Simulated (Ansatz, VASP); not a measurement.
## Mg2Sn: VASP beside Ansatz

```
CELL_PARAMETERS angstrom
0.00000 3.37994 3.37994
3.37994 0.00000 3.37994
3.37994 3.37994 0.00000
ATOMIC_POSITIONS crystal
Sn 0.00000 0.00000 0.00000
Mg 0.25000 0.25000 0.25000
Mg 0.75000 0.75000 0.75000
```

Alike in both runs: task single point; functional PBEsol; k mesh 4 × 4 × 4; no spin polarisation.

|  | VASP | Ansatz |
| --- | --- | --- |
| version | VASP 6.6.1 | Ansatz 0.2.0 |
| potentials or method | VASP PAW PBE potentials, release 64 (Sn_d, Mg) | plane waves |
| plane-wave cutoff (eV) | 600 | 420 |
| occupations | methfessel-paxton of order 1, width 0.5 eV | cold, width 0.5 eV |
| valence electrons in the cell | 18 | 34 |

Ansatz gave:

| Property | Result |
| --- | --- |
| pressure (GPa) | -0.4 |

**Question.** What did VASP give for the same quantities?

**Answer.** Pressure (GPa): -0.6.

VASP's potentials were made for PBE, not for PBEsol. VASP's potentials hold 18 valence electrons a cell and Ansatz's 34, so a difference there can come from the potentials and not from the codes.

The k mesh is coarse, so the values compare programs but aren't converged.
